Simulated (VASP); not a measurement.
# Ge2Br3 (P-3m1) in VASP: notebook

Runs on Ge2Br3. Level: PBE. Tasks: single point.

Program: VASP 6.6.1. These are calculated values, not measurements. Logs are shortened: lines on timing, memory, paths and dates and some standing lists are left out, and cuts for length are marked.

**1. The cell of the first run**

The structure is trigonal, space group P-3m1 (No. 164). The conventional cell has a = 4.361 Å, b = 4.361 Å, c = 9.435 Å, α = 90.00°, β = 90.00°, γ = 120.00°. Ge (site symmetry 3m) has 6 Br at 2.82 to 3.06 Å within 3.7 Å. Br (site symmetry -3m) has 6 Ge at 3.06 Å and 6 Br at 3.92 Å within 4.0 Å. Within 3.7 Å of Br (site symmetry 3m) lie 3 Ge at 2.82 Å.

**2. Single point, PBE**

File INCAR:

```
ALGO     = Normal         # electronic algorithm
EDIFF    = 1E-7           # SCF threshold, eV
ENCUT    = 520            # plane-wave cutoff, eV
GGA      = PE             # functional
ISIF     = 2              # what is computed and relaxed
ISMEAR   = 0              # smearing method
LASPH    = T              # aspherical terms in the spheres
LCHARG   = F              # write CHGCAR
LREAL    = F              # projectors in reciprocal space
LWAVE    = F              # write WAVECAR
NBANDS   = 32             # bands
NELM     = 100            # most SCF steps
PREC     = Accurate       # precision mode
SIGMA    = 0.1            # smearing width, eV
```

File KPOINTS:

```
k-points
0
Gamma
  6 6 4
```

File POSCAR:

```
Ge2Br3
1.0
    4.3607692848      0.0000000000      0.0000000000
   -2.1803846424      3.7765369807      0.0000000000
    0.0000000000      0.0000000000      9.4350445232
Ge Br
2 3
Direct
    0.3333333333      0.6666666667      0.1834449915
    0.6666666667      0.3333333333      0.8165550085
    0.0000000000      0.0000000000      0.0000000000
    0.3333333333      0.6666666667      0.6817644619
    0.6666666667      0.3333333333      0.3182355381
```

Potentials or basis: VASP PAW PBE potentials, release 64 (Ge_d, Br).

Run with:

```bash
$ cat potpaw_PBE.64/Ge_d/POTCAR potpaw_PBE.64/Br/POTCAR > POTCAR
$ mpirun -np 1 vasp_std > vasp.out
```

OUTCAR:

```text
EDIFF = 1E-7
   ENCUT = 520
   GGA = PE
   ISIF = 2
   ISMEAR = 0
   LASPH = T
   LREAL = F
   NELM = 100
   PREC = Accurate

 ion  position               nearest neighbor table
   1  0.333  0.667  0.183-   5 2.82   5 2.82   5 2.82
   2  0.667  0.333  0.817-   4 2.82   4 2.82   4 2.82
   3  0.000  0.000  0.000-
   4  0.333  0.667  0.682-   2 2.82   2 2.82   2 2.82
   5  0.667  0.333  0.318-   1 2.82   1 2.82   1 2.82

  LATTYP: Found a hexagonal cell.
 ALAT       =     4.3607692848
 C/A-ratio  =     2.1636192853

  Lattice vectors:

 A1 = (   4.3607692848,   0.0000000000,   0.0000000000)
 A2 = (  -2.1803846424,   3.7765369807,   0.0000000000)
 A3 = (   0.0000000000,   0.0000000000,   9.4350445232)

Analysis of symmetry for initial positions (statically):
=====================================================================
 Subroutine PRICEL returns:
 Original cell was already a primitive cell.

 Routine SETGRP: Setting up the symmetry group for a
 hexagonal supercell.

 Subroutine GETGRP returns: Found 12 space group operations
 (whereof 12 operations were pure point group operations)
 out of a pool of 24 trial point group operations.

The static configuration has the point symmetry D_3d.

Analysis of symmetry for dynamics (positions and initial velocities):
=====================================================================
 Subroutine PRICEL returns:
 Original cell was already a primitive cell.

 Routine SETGRP: Setting up the symmetry group for a
 hexagonal supercell.

 Subroutine GETGRP returns: Found 12 space group operations
 (whereof 12 operations were pure point group operations)
 out of a pool of 24 trial point group operations.

The dynamic configuration has the point symmetry D_3d.

 Subroutine INISYM returns: Found 12 space group operations
 (whereof 12 operations are pure point group operations),
 and found     1 'primitive' translations

----------------------------------------------------------------------------------------

                                     Primitive cell

  volume of cell :     155.3820

  direct lattice vectors                    reciprocal lattice vectors
     4.360769285  0.000000000  0.000000000     0.229317337  0.132396426  0.000000000
    -2.180384642  3.776536981  0.000000000     0.000000000  0.264792853  0.000000000
     0.000000000  0.000000000  9.435044523     0.000000000  0.000000000  0.105987841

  length of vectors
     4.360769285  4.360769285  9.435044523     0.264792853  0.264792853  0.105987841

  position of ions in fractional coordinates (direct lattice)
     0.333333333  0.666666667  0.183444991
     0.666666667  0.333333333  0.816555009
     0.000000000  0.000000000  0.000000000
     0.333333333  0.666666667  0.681764462
     0.666666667  0.333333333  0.318235538

  ion indices of the primitive-cell ions
   primitive index   ion index
                 1           1
                 2           2
                 3           3
                 4           4
                 5           5

----------------------------------------------------------------------------------------

 KPOINTS: k-points

Automatic generation of k-mesh.
 Grid dimensions read from file:
 generate k-points for:    6    6    4

 Generating k-lattice:

  Cartesian coordinates                     Fractional coordinates (reciprocal lattice)
     0.038219556  0.022066071  0.000000000     0.166666667  0.000000000  0.000000000
     0.000000000  0.044132142  0.000000000     0.000000000  0.166666667  0.000000000
     0.000000000  0.000000000  0.026496960     0.000000000  0.000000000  0.250000000

  Length of vectors
     0.044132142  0.044132142  0.026496960

  Shift w.r.t. Gamma in fractional coordinates (k-lattice)
     0.000000000  0.000000000  0.000000000

 Subroutine IBZKPT returns following result:
 ===========================================

 Found     24 irreducible k-points:

 Following reciprocal coordinates:
            Coordinates               Weight
  0.000000  0.000000  0.000000      1.000000
  0.166667  0.000000  0.000000      6.000000
  0.333333  0.000000  0.000000      6.000000
  0.500000 -0.000000  0.000000      3.000000
  0.166667  0.166667  0.000000      6.000000
  0.333333  0.166667  0.000000     12.000000
[... 16 lines left out ...]
  0.333333  0.166667  0.500000     12.000000
  0.333333  0.333333  0.500000      2.000000
   k-points           NKPTS =     24   k-points in BZ     NKDIM =     24   number of bands    NBANDS=     32
   number of dos      NEDOS =    301   number of ions     NIONS =      5
   total plane-waves  NPLWV =  71680
   dimension x,y,z NGX =    32 NGY =   32 NGZ =   70
   dimension x,y,z NGXF=    64 NGYF=   64 NGZF=  140
   ions per type =               2   3
   NGX,Y,Z   is equivalent  to a cutoff of  12.20, 12.20, 12.33 a.u.
   NGXF,Y,Z  is equivalent  to a cutoff of  24.40, 24.40, 24.67 a.u.
 SYSTEM =  unknown system
   PREC   = accura    normal or accurate (medium, high low for compatibility)
   ISTART =      0    job   : 0-new  1-cont  2-samecut
   ICHARG =      2    charge: 1-file 2-atom 10-const
   ISPIN  =      1    spin polarized calculation?
   LNONCOLLINEAR =      F non collinear calculations
   LSORBIT =      F    spin-orbit coupling
   LASPH  =      T    aspherical Exc in radial PAW
   ENCUT  =  520.0 eV  38.22 Ry    6.18 a.u.   8.11  8.11 17.54*2*pi/ulx,y,z
   NELM   =    100;   NELMIN=  2; NELMDL= -5     # of ELM steps
   EDIFF  = 0.1E-06   stopping-criterion for ELM
   LREAL  =      F    real-space projection
   EDIFFG = 0.1E-05   stopping-criterion for IOM
   NSW    =      0    number of steps for IOM
   IBRION =     -1    ionic relax: 0-MD 1-quasi-New 2-CG
   NFREE  =      0    steps in history (QN), initial steepest desc. (CG)
   ISIF   =      2    stress and relaxation
   ISYM   =      2    0-nonsym 1-usesym 2-fastsym
   POTIM  = 0.5000    time-step for ionic-motion
   TEBEG  =    0.0;   TEEND  =   0.0 temperature during run
   PSTRESS=    0.0 pullay stress
   NELECT =      49.0000    total number of electrons
   NUPDOWN=      -1.0000    fix difference up-down
   EMIN   =  10.00;   EMAX   =-10.00  energy-range for DOS
   EFERMI =   0.00;   METHOD = LEGACY
   ISMEAR =     0;   SIGMA  =   0.10  broadening in eV -4-tet -1-fermi 0-gaus
   EFERMI_NEDOS =   21; number of points for ismear=-14 and -15
   IALGO  =     38    algorithm
   IMIX   =      4    mixing-type and parameters
     AMIX     =   0.40;   BMIX     =  1.00
     AMIX_MAG =   1.60;   BMIX_MAG =  1.00
  volume/ion in A,a.u.               =      31.08       209.71
  Fermi-wavevector in a.u.,A,eV,Ry     =   1.114311  2.105743 16.894218  1.241690
  Thomas-Fermi vector in A             =   2.250905
   LORBIT       =      0    0 simple, 1 ext, 2 COOP (PROOUT), +10 PAW based schemes
   GGA     = PE    functional components
   LHFCALC =     F    Hartree Fock is set to
   AEXX    =    0.0000 exact exchange contribution
   IVDW    =     0    specifies the selected vdW correction
   LEPSILON=     F    determine dielectric tensor
   LRPA    =     F    only Hartree local field effects (RPA)
 non-spin polarized calculation
 Gauss-broadening in eV      SIGMA  =   0.10
  energy-cutoff  :      520.00
  volume of cell :      155.38
 maximum number of plane-waves:      4208
   NGX = 17   NGY = 17   NGZ = 35

 number of electron      49.0000028 magnetization

 Free energy of the ion-electron system (eV)
  ---------------------------------------------------
  ext. energy  EPLUGINS =         0.00000000
  ---------------------------------------------------
  free energy    TOTEN  =       -15.13326843 eV

  energy without entropy =      -15.12313706  energy(sigma->0) =      -15.12820275

 E-fermi :   3.1912     XC(G=0):  -8.3475

 val. band max:        3.1832317032   @ k =   0.1667   0.1667   0.0000
 cond. band min:       3.2222839179   @ k =   0.1667   0.1667   0.2500
 fundamental gap:      0.0390522148
 Fermi energy:         3.1911930830

 k-point     1 :       0.0000    0.0000    0.0000
  band No.  band energies     occupation
      1     -23.0183      2.00000
      2     -23.0183      2.00000
      3     -23.0180      2.00000
      4     -23.0180      2.00000
      5     -22.9690      2.00000
      6     -22.9690      2.00000
[... 24 lines left out ...]
     31       7.7445      0.00000
     32       8.6070      0.00000

 k-point     2 :       0.1667    0.0000    0.0000
  band No.  band energies     occupation
      1     -23.0185      2.00000
      2     -23.0182      2.00000
      3     -23.0177      2.00000
      4     -23.0175      2.00000
      5     -22.9694      2.00000
      6     -22.9691      2.00000
[... 24 lines left out ...]
     31       7.9466      0.00000
     32       8.2458      0.00000

 k-point     3 :       0.3333    0.0000    0.0000
  band No.  band energies     occupation
      1     -23.0191      2.00000
      2     -23.0187      2.00000
      3     -23.0167      2.00000
      4     -23.0165      2.00000
      5     -22.9704      2.00000
      6     -22.9695      2.00000
[... 24 lines left out ...]
     31       7.0536      0.00000
     32       8.4806      0.00000

 k-point     4 :       0.5000   -0.0000    0.0000
  band No.  band energies     occupation
      1     -23.0194      2.00000
      2     -23.0189      2.00000
      3     -23.0162      2.00000
      4     -23.0160      2.00000
      5     -22.9709      2.00000
      6     -22.9698      2.00000
[... 654 lines left out ...]
     31       7.8493      0.00000
     32       7.8875      0.00000

 k-point    23 :       0.3333    0.1667    0.5000
  band No.  band energies     occupation
      1     -23.0188      2.00000
      2     -23.0185      2.00000
      3     -23.0166      2.00000
      4     -23.0164      2.00000
      5     -22.9707      2.00000
      6     -22.9700      2.00000
[... 24 lines left out ...]
     31       7.5112      0.00000
     32       8.5400      0.00000

 k-point    24 :       0.3333    0.3333    0.5000
  band No.  band energies     occupation
      1     -23.0180      2.00000
      2     -23.0180      2.00000
      3     -23.0173      2.00000
      4     -23.0167      2.00000
      5     -22.9706      2.00000
      6     -22.9700      2.00000
[... 24 lines left out ...]
     31       8.5509      0.00000
     32       8.6298      0.00000

------------------------ aborting loop because EDIFF is reached ----------------------------------------

  FORCE on cell =-STRESS in cart. coord.  units (eV):
  Direction    XX          YY          ZZ          XY          YZ          ZX
  --------------------------------------------------------------------------------------
  -------------------------------------------------------------------------------------
  Total        0.0530671      0.0530671      0.2294147      0.0000000     -0.0000000      0.0000000
  in kB        0.5471860      0.5471860      2.3655435      0.0000000     -0.0000000      0.0000000
  external PRESSURE =       1.1533052 kB  Pullay stress =       0.0000000 kB

 VOLUME and BASIS-vectors are now :
 -----------------------------------------------------------------------------
  energy-cutoff  :      520.00
  volume of cell :      155.38
      direct lattice vectors                 reciprocal lattice vectors
     4.360769285  0.000000000  0.000000000     0.229317337  0.132396426  0.000000000
    -2.180384642  3.776536981  0.000000000     0.000000000  0.264792853  0.000000000
     0.000000000  0.000000000  9.435044523     0.000000000  0.000000000  0.105987841

 POSITION                                       TOTAL-FORCE (eV/Angst)
 -----------------------------------------------------------------------------------
     -0.00000      2.51769      1.73081        -0.000000      0.000000     -0.017236
      2.18038      1.25885      7.70423         0.000000     -0.000000      0.017236
      0.00000      0.00000      0.00000        -0.000000     -0.000000      0.000000
     -0.00000      2.51769      6.43248         0.000000      0.000000      0.007678
      2.18038      1.25885      3.00257        -0.000000     -0.000000     -0.007678
 -----------------------------------------------------------------------------------
    total drift:                               -0.000000      0.000000      0.000000

  FREE ENERGIE OF THE ION-ELECTRON SYSTEM (eV)
  ---------------------------------------------------
  free  energy   TOTEN  =       -15.1332684294 eV

  energy  without entropy=      -15.1231370612  energy(sigma->0) =      -15.12820275
```

Run time: 2.4 min. Hardware: 1 thread of Intel Xeon Platinum 8488C (Sapphire Rapids), shared host; peak memory 0.3 GiB.

What came out:

```
Free energy   : -15.1333 eV
Pressure      : 0.1 GPa
Largest force : 0.017 eV/Å
```

Forces in eV/Å, atoms in the order of the input:
```
Ge   0.000  0.000 -0.017
Ge   0.000  0.000  0.017
Br   0.000  0.000  0.000
Br   0.000  0.000  0.008
Br   0.000  0.000 -0.008
```

Levels at points of the mesh, in eV from the Fermi level:
```
           k point  band 21  band 22  band 23  band 24  band 25  band 26  band 27  band 28  band 29  band 30
(0.00, 0.00, 0.00)    -4.26    -3.92    -3.71    -3.14    -1.01     0.21     0.21     0.58     1.23     1.23
(0.50, 0.00, 0.00)    -4.10    -4.06    -3.94    -2.80    -0.09     1.23     1.25     1.69     2.28     2.77
(0.00, 0.00, 0.50)    -4.29    -4.00    -3.65    -3.10    -1.07     0.19     0.19     0.60     1.27     1.27
(0.50, 0.00, 0.50)    -4.02    -3.74    -3.73    -2.94    -0.31     1.13     1.39     1.68     2.39     2.87
```

Caveat: this functional lacks dispersion, which binds the layers, so the pressure and a relaxed spacing across them are unreliable; an odd number of electrons without spin polarisation forces a metal; a magnetic or distorted state may lie lower.

**3. Single point, PBE**

This run uses another cell than the first one, of 24.34 Å³/atom, 0.783 times its volume.

File INCAR:

```
SYSTEM = Ge2Br3
PREC     = Accurate       ! precision mode
ENCUT    = 520            ! plane-wave cutoff, eV
EDIFF    = 1E-7           ! SCF threshold, eV
ISMEAR   = 0              ! smearing method
SIGMA    = 0.1            ! smearing width, eV
LREAL    = .FALSE.        ! projectors in reciprocal space
LASPH    = .TRUE.         ! aspherical terms in the spheres
NELM     = 100            ! most SCF steps
ALGO     = Normal         ! electronic algorithm
ISIF     = 2              ! what is computed and relaxed
LWAVE    = .FALSE.        ! write WAVECAR
LCHARG   = .FALSE.        ! write CHGCAR
GGA      = PE             ! functional
NBANDS   = 32             ! bands
```

File KPOINTS:

```
regular mesh
0
G
  6 6 4
  0 0 0
```

File POSCAR:

```
Ge2Br3
1.0
    4.4864704683      0.0000000000      0.0000000000
   -2.2432352342      3.8853973989      0.0000000000
    0.0000000000      0.0000000000      6.9802192819
Ge Br
2 3
Direct
    0.3333333333      0.6666666667      0.2450000000
    0.6666666667      0.3333333333      0.7550000000
    0.0000000000      0.0000000000      0.0000000000
    0.3333333333      0.6666666667      0.6450000000
    0.6666666667      0.3333333333      0.3550000000
```

Potentials or basis: VASP PAW PBE potentials, release 64 (Ge_d, Br).

Run with:

```bash
$ cat potpaw_PBE.64/Ge_d/POTCAR potpaw_PBE.64/Br/POTCAR > POTCAR
$ mpirun -np 1 vasp_std > vasp.out
```

Run time: 2.1 min. Hardware: 1 thread of Intel Xeon Platinum 8488C (Sapphire Rapids), shared host; peak memory 0.27 GiB.

Results (log left out):

| Item | Value |
| --- | --- |
| Free energy | -14.1424 eV |
| Pressure | 7.9 GPa |
| Largest force | 0.948 eV/Å |

Forces in eV/Å, atoms in the order of the input:
```
Ge   0.000  0.000 -0.948
Ge   0.000  0.000  0.948
Br   0.000  0.000  0.000
Br   0.000  0.000  0.262
Br   0.000  0.000 -0.262
```

Stress tensor (GPa, compression positive):
```
8.38 0.00 0.00
0.00 8.38 0.00
0.00 0.00 6.96
```

Levels at points of the mesh, in eV from the Fermi level:
```tsv
k point	band 20	band 21	band 22	band 23	band 24	band 25	band 26	band 27	band 28	band 29
(0.00, 0.00, 0.00)	-4.85	-4.17	-4.17	-3.80	-2.77	0.45	0.45	0.46	0.46	0.73
(0.50, 0.00, 0.00)	-4.68	-4.60	-4.09	-3.28	-2.22	0.74	1.51	1.72	2.06	3.00
(0.00, 0.00, 0.50)	-4.86	-4.20	-4.20	-2.97	-2.61	-1.30	-0.48	-0.48	1.74	1.74
(0.50, 0.00, 0.50)	-5.09	-3.57	-3.46	-3.23	-3.15	-0.30	1.50	1.95	2.06	2.47
```

Caveat: an odd number of electrons without spin polarisation forces a metal; a magnetic or distorted state may lie lower.
